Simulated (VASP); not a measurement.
# Mg (P6/mmm) in VASP: further runs

The runs below take Mg through single point, with PBE, BLYP, RPBE, r2SCAN.

Program: VASP 6.6.1. These are calculated values, not measurements. Logs are shortened: lines on timing, memory, paths and dates and some standing lists are left out, and cuts for length are marked.

## Step 1: The cell of the first run

The structure is hexagonal, space group P6/mmm (No. 191). The conventional cell has a = 3.050 Å, b = 3.050 Å, c = 3.045 Å, α = 90.00°, β = 90.00°, γ = 120.00°. Mg (site symmetry 6/mmm) has 8 Mg at 3.04 to 3.05 Å within 4.0 Å.

## Step 2: Single point, PBE

INCAR reads:

```
PREC     = Accurate       # precision mode
ENCUT    = 520            # plane-wave cutoff, eV
EDIFF    = 1E-6           # SCF threshold, eV
ISMEAR   = 0              # smearing method
SIGMA    = 0.1            # smearing width, eV
LREAL    = False          # projectors in reciprocal space
LASPH    = True           # aspherical terms in the spheres
NELM     = 80             # most SCF steps
ALGO     = Normal         # electronic algorithm
ISIF     = 2              # what is computed and relaxed
LWAVE    = False          # write WAVECAR
LCHARG   = True           # write CHGCAR
GGA      = PE             # functional
LELF     = True           # ELF
LVHAR    = True         
ISYM     = 0            
NBANDS   = 7              # bands
```

KPOINTS reads:

```
regular mesh
0
Gamma
  4 1 8
```

POSCAR reads:

```
Mg
1.0
    3.0502998005      0.0000000000      0.0000000000
   -1.5251499003      2.6416371164      0.0000000000
    0.0000000000      0.0000000000      3.0448375700
Mg
1
Direct
    0.0000000000      0.0000000000      0.0000000000
```

Potentials or basis: VASP PAW PBE potentials, release 64 (Mg).

The run is started by

```sh
> cat potpaw_PBE.64/Mg/POTCAR > POTCAR
> mpirun -np 1 vasp_std > vasp.out
```

OUTCAR:

```text
PREC = Accurate
   ENCUT = 520
   EDIFF = 1E-6
   ISMEAR = 0
   LREAL = False
   LASPH = True
   NELM = 80
   ISIF = 2
   GGA = PE
   ISYM = 0

 ion  position               nearest neighbor table
   1  0.000  0.000  0.000-

IMPORTANT INFORMATION: All symmetrisations will be switched off!
NOSYMM: (Re-)initialisation of all symmetry stuff for point group C_1.

----------------------------------------------------------------------------------------

                                     Primitive cell

  volume of cell :      24.5346

  direct lattice vectors                    reciprocal lattice vectors
     3.050299800  0.000000000  0.000000000     0.327836628  0.189276565  0.000000000
    -1.525149900  2.641637116  0.000000000     0.000000000  0.378553130  0.000000000
     0.000000000  0.000000000  3.044837570     0.000000000  0.000000000  0.328424744

  length of vectors
     3.050299800  3.050299801  3.044837570     0.378553130  0.378553130  0.328424744

  position of ions in fractional coordinates (direct lattice)
     0.000000000  0.000000000  0.000000000

  ion indices of the primitive-cell ions
   primitive index   ion index
                 1           1

----------------------------------------------------------------------------------------

 KPOINTS: regular mesh

Automatic generation of k-mesh.
 Grid dimensions read from file:
 generate k-points for:    4    1    8

 Generating k-lattice:

  Cartesian coordinates                     Fractional coordinates (reciprocal lattice)
     0.081959157  0.047319141  0.000000000     0.250000000  0.000000000  0.000000000
     0.000000000  0.378553130  0.000000000     0.000000000  1.000000000  0.000000000
     0.000000000  0.000000000  0.041053093     0.000000000  0.000000000  0.125000000

  Length of vectors
     0.094638283  0.378553130  0.041053093

  Shift w.r.t. Gamma in fractional coordinates (k-lattice)
     0.000000000  0.000000000  0.000000000

 -----------------------------------------------------------------------------
|                                                                             |
|           W    W    AA    RRRRR   N    N  II  N    N   GGGG   !!!           |
|           W    W   A  A   R    R  NN   N  II  NN   N  G    G  !!!           |
|           W    W  A    A  R    R  N N  N  II  N N  N  G       !!!           |
|           W WW W  AAAAAA  RRRRR   N  N N  II  N  N N  G  GGG   !            |
|           WW  WW  A    A  R   R   N   NN  II  N   NN  G    G                |
|           W    W  A    A  R    R  N    N  II  N    N   GGGG   !!!           |
|                                                                             |
[... 62 lines left out ...]
   ISIF   =      2    stress and relaxation
   ISYM   =      0    0-nonsym 1-usesym 2-fastsym
   POTIM  = 0.5000    time-step for ionic-motion
   TEBEG  =    0.0;   TEEND  =   0.0 temperature during run
   PSTRESS=    0.0 pullay stress
   NELECT =       2.0000    total number of electrons
   NUPDOWN=      -1.0000    fix difference up-down
   EMIN   =  10.00;   EMAX   =-10.00  energy-range for DOS
   EFERMI =   0.00;   METHOD = LEGACY
   ISMEAR =     0;   SIGMA  =   0.10  broadening in eV -4-tet -1-fermi 0-gaus
   EFERMI_NEDOS =   21; number of points for ismear=-14 and -15
   IALGO  =     38    algorithm
   IMIX   =      4    mixing-type and parameters
     AMIX     =   0.40;   BMIX     =  1.00
     AMIX_MAG =   1.60;   BMIX_MAG =  1.00
  volume/ion in A,a.u.               =      24.53       165.57
  Fermi-wavevector in a.u.,A,eV,Ry     =   0.709836  1.341396  6.855535  0.503868
  Thomas-Fermi vector in A             =   1.796524
   LORBIT       =      0    0 simple, 1 ext, 2 COOP (PROOUT), +10 PAW based schemes
   GGA     = PE    functional components
   LHFCALC =     F    Hartree Fock is set to
   AEXX    =    0.0000 exact exchange contribution
   IVDW    =     0    specifies the selected vdW correction
   LEPSILON=     F    determine dielectric tensor
   LRPA    =     F    only Hartree local field effects (RPA)
 non-spin polarized calculation
 Gauss-broadening in eV      SIGMA  =   0.10
  energy-cutoff  :      520.00
  volume of cell :       24.53
 maximum number of plane-waves:       674
 NGX is ok and might be reduce to    24
   NGX = 11   NGY = 11   NGZ = 11

 number of electron       2.0000000 magnetization

 Free energy of the ion-electron system (eV)
  ---------------------------------------------------
  ext. energy  EPLUGINS =         0.00000000
  ---------------------------------------------------
  free energy    TOTEN  =        -3.33615705 eV

  energy without entropy =       -3.33242638  energy(sigma->0) =       -3.33429171

 E-fermi :   1.3566     XC(G=0):  -8.2668

 val. band max:        1.3552134286   @ k =   0.5000   0.0000   0.1250
 cond. band min:       1.5988294945   @ k =   0.5000   0.0000   0.2500
 fundamental gap:      0.2436160659
 Fermi energy:         1.3565799580

 k-point     1 :       0.0000    0.0000    0.0000
  band No.  band energies     occupation
      1      -4.3819      2.00000
      2      10.2698      0.00000
      3      11.0018      0.00000
      4      14.8180      0.00000
      5      14.8243      0.00000
      6      15.9124      0.00000
      7      15.9223      0.00000
[... 161 lines left out ...]
 k-point    18 :       0.5000    0.0000    0.5000
  band No.  band energies     occupation
      1       3.7357      0.00000
      2       4.6762      0.00000
      3       5.2990      0.00000
      4       5.3056      0.00000
      5      14.0562      0.00000
      6      14.5576      0.00000
      7      15.9315      0.00000

------------------------ aborting loop because EDIFF is reached ----------------------------------------

  FORCE on cell =-STRESS in cart. coord.  units (eV):
  Direction    XX          YY          ZZ          XY          YZ          ZX
  --------------------------------------------------------------------------------------
  -------------------------------------------------------------------------------------
  Total       -0.3104471     -3.3191235      0.3442986      2.6055897      0.0000001      0.0000000
  in kB      -20.2730192   -216.7475412     22.4836093    170.1518959      0.0000048      0.0000015
  external PRESSURE =     -71.5123170 kB  Pullay stress =       0.0000000 kB

 VOLUME and BASIS-vectors are now :
 -----------------------------------------------------------------------------
  energy-cutoff  :      520.00
  volume of cell :       24.53
      direct lattice vectors                 reciprocal lattice vectors
     3.050299800  0.000000000  0.000000000     0.327836628  0.189276565  0.000000000
    -1.525149900  2.641637116  0.000000000     0.000000000  0.378553130  0.000000000
     0.000000000  0.000000000  3.044837570     0.000000000  0.000000000  0.328424744

 POSITION                                       TOTAL-FORCE (eV/Angst)
 -----------------------------------------------------------------------------------
      0.00000      0.00000      0.00000        -0.000000     -0.000000     -0.000000
 -----------------------------------------------------------------------------------
    total drift:                               -0.000000     -0.000000     -0.000000

  FREE ENERGIE OF THE ION-ELECTRON SYSTEM (eV)
  ---------------------------------------------------
  free  energy   TOTEN  =        -3.3361570482 eV

  energy  without entropy=       -3.3324263792  energy(sigma->0) =       -3.33429171
```

OSZICAR:

```text
N       E                     dE             d eps       ncg     rms          rms(c)
DAV:   1    -0.286334659013E+01   -0.28633E+01   -0.65837E+02   287   0.176E+02
DAV:   2    -0.334468898779E+01   -0.48134E+00   -0.43888E+00   322   0.986E+00
DAV:   3    -0.334642082771E+01   -0.17318E-02   -0.17317E-02   378   0.620E-01
DAV:   4    -0.334642142895E+01   -0.60123E-06   -0.60119E-06   350   0.102E-02
DAV:   5    -0.334642142937E+01   -0.41656E-09   -0.36307E-09   413   0.227E-04    0.587E-01
DAV:   6    -0.334110779648E+01    0.53136E-02   -0.56687E-04   322   0.124E-01    0.378E-01
DAV:   7    -0.333614944198E+01    0.49584E-02   -0.25538E-03   301   0.231E-01    0.195E-02
DAV:   8    -0.333615686217E+01   -0.74202E-05   -0.12854E-05   343   0.209E-02    0.557E-03
DAV:   9    -0.333615704817E+01   -0.18600E-06   -0.73563E-07   343   0.377E-03
   1 F= -.33361570E+01 E0= -.33342917E+01  d E =-.373067E-02
```

Wall time 7.8 s (1 thread of AMD EPYC 7R13, shared host); peak memory 0.1 GiB.

Results:

- Free energy: -3.3362 eV
- Pressure: -7.2 GPa
- Band gap on the k mesh: zero (band 1 reaches 3.74 eV, above the bottom of band 2 at -0.07 eV)

Caveat: the k points lie up to 2.38 Å⁻¹ apart.

## Step 3: Single point, BLYP

INCAR reads:

```
SYSTEM = Mg
PREC = Accurate ; ENCUT = 520
EDIFF = 1E-6 ; ISMEAR = 1
SIGMA = 0.1 ; LREAL = .False.
LASPH = .True. ; NELM = 100
ALGO = Normal ; ISIF = 2
LWAVE = .False. ; LCHARG = .False.
GGA = B5 ; ALDAX = 1.0
AGGAX = 1.0 ; AGGAC = 1.0
ALDAC = 0.0 ; NBANDS = 7
ISYM = 0
```

KPOINTS reads:

```
Automatic mesh
0
Gamma
  3 5 2
  0 0 0
```

Edit POSCAR of step 2 so:

```diff
@@ -8,2 +8,2 @@
 Direct
-    0.0000000000      0.0000000000      0.0000000000
+    0.7760000000      0.4860000000      0.2170000000
```

Potentials or basis: VASP PAW PBE potentials, release 64 (Mg).

The run is started by

```sh
> cat potpaw_PBE.64/Mg/POTCAR > POTCAR
> mpirun -np 1 vasp_std > vasp.out
```

OUTCAR:

```text
SYSTEM = Mg
   PREC = Accurate
   ENCUT = 520
   EDIFF = 1E-6
   ISMEAR = 1
   LREAL = .False.
   LASPH = .True.
   NELM = 100
   ISIF = 2
   GGA = B5
   ISYM = 0

 ion  position               nearest neighbor table
   1  0.776  0.486  0.217-

IMPORTANT INFORMATION: All symmetrisations will be switched off!
NOSYMM: (Re-)initialisation of all symmetry stuff for point group C_1.

----------------------------------------------------------------------------------------

                                     Primitive cell

  volume of cell :      24.5346

  direct lattice vectors                    reciprocal lattice vectors
     3.050299800  0.000000000  0.000000000     0.327836628  0.189276565  0.000000000
    -1.525149900  2.641637116  0.000000000     0.000000000  0.378553130  0.000000000
     0.000000000  0.000000000  3.044837570     0.000000000  0.000000000  0.328424744

  length of vectors
     3.050299800  3.050299801  3.044837570     0.378553130  0.378553130  0.328424744

  position of ions in fractional coordinates (direct lattice)
     0.776000000  0.486000000  0.217000000

  ion indices of the primitive-cell ions
   primitive index   ion index
                 1           1

[... 136 lines left out ...]
 fundamental gap:      0.1900618787
 Fermi energy:         2.7340036164

 k-point     1 :       0.0000    0.0000    0.0000
  band No.  band energies     occupation
      1      -3.9111      2.00000
      2      10.6828      0.00000
      3      11.3798      0.00000
      4      15.2696      0.00000
      5      15.2770      0.00000
      6      16.2008      0.00000
      7      16.2039      0.00000
[... 141 lines left out ...]
 k-point    16 :      -0.3333    0.4000    0.5000
  band No.  band energies     occupation
      1       2.4928      2.00340
      2       3.2621     -0.00000
      3       7.9543      0.00000
      4       8.6876      0.00000
      5      13.5830      0.00000
      6      14.1557      0.00000
      7      17.6293      0.00000

------------------------ aborting loop because EDIFF is reached ----------------------------------------

  FORCE on cell =-STRESS in cart. coord.  units (eV):
  Direction    XX          YY          ZZ          XY          YZ          ZX
  --------------------------------------------------------------------------------------
  -------------------------------------------------------------------------------------
  Total       -0.5597950     -0.6218700      3.0078241     -0.2754659      0.0000000      0.0000000
  in kB      -36.5560908    -40.6097552    196.4188687    -17.9886512      0.0000011      0.0000031
  external PRESSURE =      39.7510076 kB  Pullay stress =       0.0000000 kB

 VOLUME and BASIS-vectors are now :
 -----------------------------------------------------------------------------
  energy-cutoff  :      520.00
  volume of cell :       24.53
      direct lattice vectors                 reciprocal lattice vectors
     3.050299800  0.000000000  0.000000000     0.327836628  0.189276565  0.000000000
    -1.525149900  2.641637116  0.000000000     0.000000000  0.378553130  0.000000000
     0.000000000  0.000000000  3.044837570     0.000000000  0.000000000  0.328424744

 POSITION                                       TOTAL-FORCE (eV/Angst)
 -----------------------------------------------------------------------------------
      1.62581      1.28384      0.66073        -0.000000     -0.000000      0.000001
 -----------------------------------------------------------------------------------
    total drift:                               -0.000000     -0.000000      0.000001

  FREE ENERGIE OF THE ION-ELECTRON SYSTEM (eV)
  ---------------------------------------------------
  free  energy   TOTEN  =        -0.2770430606 eV

  energy  without entropy=       -0.2755478110  energy(sigma->0) =       -0.27654464
```

OSZICAR:

```text
N       E                     dE             d eps       ncg     rms          rms(c)
DAV:   1     0.744248565565E+00    0.74425E+00   -0.64884E+02   224   0.206E+02
DAV:   2    -0.268016820011E+00   -0.10123E+01   -0.92527E+00   273   0.118E+01
DAV:   3    -0.273889970564E+00   -0.58732E-02   -0.58734E-02   315   0.119E+00
DAV:   4    -0.273893038975E+00   -0.30684E-05   -0.30686E-05   308   0.256E-02
DAV:   5    -0.273893042279E+00   -0.33042E-08   -0.30305E-08   315   0.734E-04    0.507E-01
DAV:   6    -0.275347340950E+00   -0.14543E-02   -0.14240E-03   273   0.205E-01    0.333E-01
DAV:   7    -0.277031447107E+00   -0.16841E-02   -0.55206E-03   252   0.415E-01    0.238E-02
DAV:   8    -0.277039513479E+00   -0.80664E-05   -0.42330E-05   280   0.387E-02    0.572E-03
DAV:   9    -0.277042726009E+00   -0.32125E-05   -0.52280E-06   287   0.143E-02    0.143E-03
DAV:  10    -0.277043060611E+00   -0.33460E-06   -0.59722E-07   231   0.446E-03
   1 F= -.27704306E+00 E0= -.27654464E+00  d E =-.149525E-02
```

It took 14 s on 1 thread of AMD EPYC 7R13, shared host; peak memory 0.1 GiB.

What came out:

- Free energy: -0.2770 eV
- Pressure: 4.0 GPa
- Band gap on the k mesh: zero (band 1 reaches 4.88 eV, above the bottom of band 2 at 0.52 eV)

Levels at points of the mesh, in eV from the Fermi level:
```
           k point  band 1  band 2  band 3  band 4
(0.00, 0.00, 0.00)   -6.65    7.95    8.65   12.54
(0.00, 0.00, 0.50)   -3.10   -2.22   14.59   14.59
```

Caveat: the k points lie up to 1.03 Å⁻¹ apart; the PAW data sets were made with another functional, which shifts forces and pressure a little.

## Step 4: Single point, RPBE

INCAR reads:

```
ALGO     = Fast           # electronic algorithm
EDIFF    = 1E-7           # SCF threshold, eV
ENCUT    = 520            # plane-wave cutoff, eV
GGA      = RP             # functional
ISIF     = 2              # what is computed and relaxed
ISMEAR   = 0              # smearing method
LASPH    = True           # aspherical terms in the spheres
LCHARG   = True           # write CHGCAR
LELF     = True           # ELF
LREAL    = False          # projectors in reciprocal space
LVHAR    = True         
LWAVE    = False          # write WAVECAR
NBANDS   = 7              # bands
NELM     = 80             # most SCF steps
PREC     = Accurate       # precision mode
SIGMA    = 0.1            # smearing width, eV
```

KPOINTS reads:

```
k-points
0
Gamma
  6 6 4
```

Edit POSCAR of step 3 so:

```diff
@@ -8,2 +8,2 @@
 Direct
-    0.7760000000      0.4860000000      0.2170000000
+    0.0000000000      0.0000000000      0.0000000000
```

The run is started by

```sh
> cat potpaw_PBE.64/Mg/POTCAR > POTCAR
> mpirun -np 1 vasp_std > vasp.out
```

Run time: 9.7 s. Hardware: 1 thread of AMD EPYC 7R13, shared host; peak memory 0.1 GiB.

The run converged. Its results:

* Free energy: -1.1584 eV
* Pressure: 2.0 GPa
* Band gap on the k mesh: zero (band 1 reaches 5.42 eV, above the bottom of band 2 at -0.00 eV)

Stress tensor (GPa, compression positive):
```
0.86 0.00 0.00
0.00 0.86 0.00
0.00 0.00 4.17
```

Levels at points of the mesh, in eV from the Fermi level:
```csv
k point,band 1,band 2,band 3,band 4,band 5
"(0.00, 0.00, 0.00)",-6.53,8.12,8.89,12.69,12.69
"(0.50, 0.00, 0.00)",-1.49,-1.01,8.37,8.77,13.02
"(0.00, 0.00, 0.50)",-2.83,-2.26,14.89,14.89,16.35
"(0.50, 0.00, 0.50)",1.59,2.53,3.09,3.23,12.01
```

Caveat: the k points lie up to 0.52 Å⁻¹ apart; the PAW data sets were made with another functional, which shifts forces and pressure a little.

## Step 5: Single point, r2SCAN

POSCAR is that of step 4.

INCAR.step1 reads:

```
SYSTEM = Mg
PREC = Accurate
ENCUT = 520
ISMEAR = 0
SIGMA = 0.1
LREAL = .FALSE.
LASPH = .TRUE.
NELM = 100
NBANDS = 7
ISYM = 0
GGA = PE
ALGO = Normal
EDIFF = 1E-4
LWAVE = .TRUE.
LCHARG = .FALSE.
```

INCAR.step2 reads:

```
SYSTEM = Mg
PREC = Accurate
ENCUT = 520
EDIFF = 1E-7
ISMEAR = 0
SIGMA = 0.1
LREAL = .FALSE.
LASPH = .TRUE.
NELM = 100
ALGO = Normal
ISIF = 2
LWAVE = .FALSE.
LCHARG = .FALSE.
METAGGA = R2SCAN
LMIXTAU = .TRUE.
NBANDS = 7
ISYM = 0
ISTART = 1
```

KPOINTS reads:

```
Automatic mesh
0
G
  7 3 2
  0 0 0
```

The run is started by

```sh
> cat potpaw_PBE.64/Mg/POTCAR > POTCAR
> cp INCAR.step1 INCAR
> mpirun -np 1 vasp_std > vasp.out
> cp INCAR.step2 INCAR
> mpirun -np 1 vasp_std > vasp.out
```

Run time: 40 s. Hardware: 1 thread of AMD EPYC 7R13, shared host; peak memory 0.11 GiB.

It converged, with:

| Quantity | Value |
| --- | --- |
| Free energy | -3.5699 eV |
| Pressure | 1.5 GPa |
| Band gap on the k mesh | zero (band 1 reaches 4.95 eV, above the bottom of band 2 at -0.40 eV) |

Stress tensor (GPa, compression positive):
```
-6.39  1.26  0.00
 1.26 -5.02  0.00
 0.00  0.00 15.97
```

Levels at points of the mesh, in eV from the Fermi level:
| k point | band 1 | band 2 | band 3 | band 4 |
| --- | --- | --- | --- | --- |
| (0.00, 0.00, 0.00) | -6.88 | 8.79 | 9.71 | 13.68 |
| (0.00, 0.00, 0.50) | -2.78 | -2.44 | 16.00 | 16.00 |

Caveat: the k points lie up to 1.03 Å⁻¹ apart; the PAW data sets were made with another functional, which shifts forces and pressure a little.

[end of part 1 of 2]
